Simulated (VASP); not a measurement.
# Si12HO24 (a cell with a defect) in VASP: notebook

Si12HO24 (a cell with a defect) is run at these levels: PBEsol; tasks: single point.

Everything below comes from runs of VASP 6.6.1. Logs are shortened: lines on timing, memory, paths and dates and some standing lists are left out, and cuts for length are marked.

## (1) The cell of the first run

The cell holds a defect, 37 atoms: a = 7.318 Å, b = 7.318 Å, c = 9.842 Å, α = 70.35°, β = 70.35°, γ = 71.23°.

## (2) Single point, PBEsol

Input file INCAR:

```
SYSTEM = Si12HO24
ALGO = Normal
EDIFF = 1E-7
ENCUT = 520
GGA = PS
ISIF = 2
ISMEAR = 0
LASPH = .True.
LCHARG = .False.
LREAL = Auto
LWAVE = .False.
NBANDS = 120
NELECT = 192.0
NELM = 100
PREC = Accurate
SIGMA = 0.05
```

Input file KPOINTS:

```
k-points
0
Gamma
  2 2 1
  0 0 0
```

Input file POSCAR:

```
Si12HO24
1.0
   -2.4605000000      4.2617110000      5.4163000000
    4.9210000000      0.0000000000      5.4163000000
    4.9210000000      8.5234220000      0.0000000000
Si O H
12 24 1
Direct
    0.1841651362      0.6514947369      0.9073204989
    0.3177281314      0.8513559513      0.0710291250
    0.2509647767      0.2516473863      0.1321969718
    0.1718859906      0.6631836154      0.4111616204
    0.3136695371      0.8516388324      0.5750709418
    0.2726771535      0.2471808927      0.6383469232
    0.6753913946      0.1399840097      0.1638705080
    0.8157871687      0.3438896097      0.3225497064
    0.7459509426      0.7426935424      0.3926161409
    0.7054838438      0.1432117456      0.6544151775
    0.8186026943      0.3388603589      0.8325035856
    0.7565439220      0.7444377152      0.8933092083
    0.3018529504      0.4330193207      0.9864087396
    0.2140091056      0.0884455973      0.0681075963
    0.7171873422      0.3136074773      0.2089281017
    0.4376254635      0.1552783894      0.2067840871
    0.0537720997      0.3260332992      0.2540439009
    0.7668797662      0.1712588339      0.9837435757
    0.2746309131      0.4434265561      0.5035191380
    0.2203564612      0.0747438098      0.6026904401
    0.7734948173      0.3070050460      0.6950660443
    0.4616765425      0.1817408017      0.7068605496
    0.0803772590      0.2897792472      0.7971795509
    0.7813887938      0.1690398849      0.4769858847
    0.7875622344      0.9200632037      0.2416403754
    0.7078641738      0.5615555772      0.3538442615
    0.2165172196      0.8355016888      0.4556719852
    0.9366435980      0.6696118655      0.4619635371
    0.5526580895      0.8240956017      0.5158469713
    0.2594172079      0.6967606455      0.2319434163
    0.7996149931      0.9220212958      0.7433604115
    0.7305548408      0.5641207960      0.8440142936
    0.2320030351      0.8240751919      0.9491826818
    0.9462573043      0.6617307264      0.9648335721
    0.5583284959      0.8186921204      0.0157032733
    0.2600559074      0.6817524770      0.7285328332
    0.1281933940      0.2173705497      0.8914707711
```

Potentials or basis: VASP PAW PBE potentials, release 64 (Si, O, H).

The run is started by

```
$ cat potpaw_PBE.64/Si/POTCAR potpaw_PBE.64/O/POTCAR potpaw_PBE.64/H/POTCAR > POTCAR
$ mpirun -np 1 vasp_std > vasp.out
```

OUTCAR:

```text
SYSTEM = Si12HO24
   EDIFF = 1E-7
   ENCUT = 520
   GGA = PS
   ISIF = 2
   ISMEAR = 0
   LASPH = .True.
   LREAL = Auto
   NELECT = 192.0
   NELM = 100
   PREC = Accurate

 ion  position               nearest neighbor table
   1  0.184  0.651  0.907-  36 1.62  33 1.62  13 1.62  34 1.62  12 3.02   3 3.03   2 3.04   5 3.05

   2  0.318  0.851  0.071-  33 1.62  30 1.62  35 1.62  14 1.65   3 3.04   1 3.04  12 3.08   4 3.11

   3  0.251  0.252  0.132-  17 1.61  16 1.62  13 1.62  14 1.65   1 3.03   2 3.04   7 3.04   8 3.09

   4  0.172  0.663  0.411-  28 1.61  27 1.62  30 1.62  19 1.64   5 3.02   9 3.04   2 3.11   6 3.15

   5  0.314  0.852  0.575-  29 1.61  27 1.62  36 1.62  20 1.63   4 3.02   1 3.05   6 3.06   9 3.06

   6  0.273  0.247  0.638-  19 1.59  20 1.60  22 1.61  23 1.76  10 3.06   5 3.06   4 3.15
   7  0.675  0.140  0.164-  25 1.61  15 1.62  16 1.62  18 1.63   9 3.03   3 3.04  11 3.06   8 3.06

   8  0.816  0.344  0.323-  26 1.62  17 1.62  15 1.62  24 1.63  10 3.04   7 3.06   9 3.07   3 3.09

   9  0.746  0.743  0.393-  28 1.62  29 1.62  26 1.62  25 1.62   7 3.03   4 3.04   5 3.06   8 3.07

  10  0.705  0.143  0.654-  24 1.61  31 1.61  22 1.64  21 1.64  11 3.04   8 3.04   6 3.06  12 3.08

  11  0.819  0.339  0.833-  32 1.59  21 1.60  18 1.60  23 1.76  10 3.04   7 3.06  12 3.09
  12  0.757  0.744  0.893-  35 1.62  34 1.62  31 1.62  32 1.63   1 3.02  10 3.08   2 3.08  11 3.09

  13  0.302  0.433  0.986-   1 1.62   3 1.62
  14  0.214  0.088  0.068-   2 1.65   3 1.65
  15  0.717  0.314  0.209-   7 1.62   8 1.62
  16  0.438  0.155  0.207-   3 1.62   7 1.62
  17  0.054  0.326  0.254-   3 1.61   8 1.62
  18  0.767  0.171  0.984-  11 1.60   7 1.63
  19  0.275  0.443  0.504-   6 1.59   4 1.64
  20  0.220  0.075  0.603-   6 1.60   5 1.63
  21  0.773  0.307  0.695-  11 1.60  10 1.64
  22  0.462  0.182  0.707-   6 1.61  10 1.64
  23  0.080  0.290  0.797-  37 1.02   6 1.76  11 1.76
  24  0.781  0.169  0.477-  10 1.61   8 1.63
  25  0.788  0.920  0.242-   7 1.61   9 1.62
  26  0.708  0.562  0.354-   8 1.62   9 1.62
  27  0.217  0.836  0.456-   5 1.62   4 1.62
  28  0.937  0.670  0.462-   4 1.61   9 1.62
  29  0.553  0.824  0.516-   5 1.61   9 1.62
  30  0.259  0.697  0.232-   2 1.62   4 1.62
  31  0.800  0.922  0.743-  10 1.61  12 1.62
  32  0.731  0.564  0.844-  11 1.59  12 1.63
  33  0.232  0.824  0.949-   1 1.62   2 1.62
  34  0.946  0.662  0.965-  12 1.62   1 1.62
  35  0.558  0.819  0.016-  12 1.62   2 1.62
  36  0.260  0.682  0.729-   1 1.62   5 1.62
  37  0.128  0.217  0.891-  23 1.02

[... 209 lines left out ...]
   NSW    =      0    number of steps for IOM
   IBRION =     -1    ionic relax: 0-MD 1-quasi-New 2-CG
   NFREE  =      0    steps in history (QN), initial steepest desc. (CG)
   ISIF   =      2    stress and relaxation
   ISYM   =      2    0-nonsym 1-usesym 2-fastsym
   POTIM  = 0.5000    time-step for ionic-motion
   TEBEG  =    0.0;   TEEND  =   0.0 temperature during run
   PSTRESS=    0.0 pullay stress
   NELECT =     192.0000    total number of electrons
   NUPDOWN=      -1.0000    fix difference up-down
   EMIN   =  10.00;   EMAX   =-10.00  energy-range for DOS
   EFERMI =   0.00;   METHOD = LEGACY
   ISMEAR =     0;   SIGMA  =   0.05  broadening in eV -4-tet -1-fermi 0-gaus
   EFERMI_NEDOS =   21; number of points for ismear=-14 and -15
   IALGO  =     38    algorithm
   IMIX   =      4    mixing-type and parameters
     AMIX     =   0.40;   BMIX     =  1.00
     AMIX_MAG =   1.60;   BMIX_MAG =  1.00
  volume/ion in A,a.u.               =      12.28        82.87
  Fermi-wavevector in a.u.,A,eV,Ry     =   1.228500  2.321529 20.534085  1.509213
  Thomas-Fermi vector in A             =   2.363423
   LORBIT       =      0    0 simple, 1 ext, 2 COOP (PROOUT), +10 PAW based schemes
   GGA     = PS    functional components
   LHFCALC =     F    Hartree Fock is set to
   AEXX    =    0.0000 exact exchange contribution
   IVDW    =     0    specifies the selected vdW correction
   LEPSILON=     F    determine dielectric tensor
   LRPA    =     F    only Hartree local field effects (RPA)
 non-spin polarized calculation
 Gauss-broadening in eV      SIGMA  =   0.05
  energy-cutoff  :      520.00
  volume of cell :      454.36
 maximum number of plane-waves:     12292
   NGX = 27   NGY = 27   NGZ = 37

 number of electron     192.0000004 magnetization

 Free energy of the ion-electron system (eV)
  ---------------------------------------------------
  ext. energy  EPLUGINS =         0.00000000
  ---------------------------------------------------
  free energy    TOTEN  =      -302.60650549 eV

  energy without entropy =     -302.60650549  energy(sigma->0) =     -302.60650549

 E-fermi :   1.4193     XC(G=0):  -9.4374

 val. band max:        1.1350809641   @ k =   0.5000   0.5000   0.0000
 cond. band min:       6.5920868796   @ k =   0.0000   0.0000   0.0000
 fundamental gap:      5.4570059155
 Fermi energy:         1.4193413527

 k-point     1 :       0.0000    0.0000    0.0000
  band No.  band energies     occupation
      1     -19.2548      2.00000
      2     -18.0668      2.00000
      3     -17.7194      2.00000
      4     -17.6610      2.00000
      5     -17.5858      2.00000
      6     -17.3053      2.00000
[... 433 lines left out ...]
    107      10.2212      0.00000
    108      10.3613      0.00000
 [bands above 108 left out]

------------------------ aborting loop because EDIFF is reached ----------------------------------------

  FORCE on cell =-STRESS in cart. coord.  units (eV):
  Direction    XX          YY          ZZ          XY          YZ          ZX
  --------------------------------------------------------------------------------------
  -------------------------------------------------------------------------------------
  Total       -4.3205774     -7.0019227     -5.2108827      0.2149916      0.7486441      0.6889635
  in kB      -15.2353457    -24.6903832    -18.3747659      0.7581095      2.6398907      2.4294431
  external PRESSURE =     -19.4334983 kB  Pullay stress =       0.0000000 kB

 VOLUME and BASIS-vectors are now :
 -----------------------------------------------------------------------------
  energy-cutoff  :      520.00
  volume of cell :      454.36
      direct lattice vectors                 reciprocal lattice vectors
    -2.460500000  4.261711000  5.416300000    -0.101605365  0.058661885  0.092313941
     4.921000000  0.000000000  5.416300000     0.101605365 -0.058661885  0.092313941
     4.921000000  8.523422000  0.000000000     0.050802682  0.087992827 -0.046156971

 POSITION                                       TOTAL-FORCE (eV/Angst)
 -----------------------------------------------------------------------------------
      7.21779      8.51833      4.52618        -0.012257     -0.003230      0.005267
      3.75729      1.95948      6.33211         0.004479      0.001617     -0.014599
      1.27140      2.19631      2.72230         0.011610      0.022121      0.000824
      4.86393      4.23703      4.52299        -0.035190      0.015874     -0.012994
      6.24905      6.23834      6.31166         0.033874     -0.015337      0.007997
      3.68676      6.60297      2.81571         0.072487     -0.002613     -0.027423
[... 29 lines left out ...]
      6.30015      7.31788      5.10112        -0.019291     -0.006749     -0.014056
      5.14119      8.14470      1.87168         0.000199      0.082868      0.000393
 -----------------------------------------------------------------------------------
    total drift:                               -0.007323     -0.010123     -0.017677

  FREE ENERGIE OF THE ION-ELECTRON SYSTEM (eV)
  ---------------------------------------------------
  free  energy   TOTEN  =      -302.6065054852 eV

  energy  without entropy=     -302.6065054852  energy(sigma->0) =     -302.60650549
```

Wall time 4.9 min (1 thread of Intel Xeon Platinum 8488C (Sapphire Rapids), shared host); peak memory 0.56 GiB.

What came out:

| Item | Value |
| --- | --- |
| Free energy | -302.6065 eV |
| Largest force | 0.083 eV/Å |

Forces on the atoms (eV/Å):
```
Si  -0.012 -0.003  0.005
Si   0.004  0.002 -0.015
Si   0.012  0.022  0.001
Si  -0.035  0.016 -0.013
Si   0.034 -0.015  0.008
Si   0.072 -0.003 -0.027
Si  -0.034 -0.012  0.007
Si   0.013 -0.011  0.003
Si   0.004  0.019 -0.002
Si  -0.005  0.013  0.024
Si  -0.025 -0.019  0.050
Si   0.000  0.001 -0.018
O   -0.022  0.008  0.009
O    0.009 -0.029  0.006
O    0.006 -0.011  0.007
O   -0.001  0.014 -0.006
O    0.011  0.000  0.002
O   -0.002  0.028 -0.037
O    0.010 -0.023  0.025
O   -0.013 -0.010 -0.034
O   -0.023 -0.045 -0.012
O   -0.009  0.032  0.000
O   -0.006 -0.052 -0.006
O   -0.019 -0.020 -0.003
O   -0.015  0.013  0.008
O    0.017 -0.003 -0.006
O    0.007 -0.019  0.012
O    0.002  0.008 -0.014
O    0.010  0.008  0.014
O   -0.009 -0.007 -0.004
O   -0.010  0.011 -0.001
O    0.034 -0.003  0.017
O    0.008 -0.019  0.010
O   -0.006  0.031 -0.006
O    0.014  0.002  0.009
O   -0.019 -0.007 -0.014
H    0.000  0.083  0.000
```

Levels at points of the mesh, in eV from the Fermi level:
| k point | band 93 | band 94 | band 95 | band 96 | band 97 | band 98 | band 99 | band 100 |
| --- | --- | --- | --- | --- | --- | --- | --- | --- |
| (0.00, 0.00, 0.00) | -0.65 | -0.53 | -0.45 | -0.41 | 5.17 | 7.47 | 7.59 | 7.83 |
| (0.50, 0.00, 0.00) | -0.49 | -0.44 | -0.36 | -0.29 | 6.29 | 6.62 | 7.47 | 7.89 |
| (0.00, 0.50, 0.00) | -0.59 | -0.52 | -0.43 | -0.33 | 6.24 | 6.79 | 7.50 | 7.73 |
| (0.50, 0.50, 0.00) | -0.59 | -0.48 | -0.40 | -0.28 | 6.68 | 7.22 | 7.49 | 7.61 |

Caveat: the k points lie up to 0.70 Å⁻¹ apart; the cell carries a net charge on a neutralising background, which shifts energy and pressure; the cell is charged against a uniform background, so pressure and absolute levels hang on convention; the PAW data sets were made with another functional, which shifts forces and pressure a little.

[end of part 1 of 2]
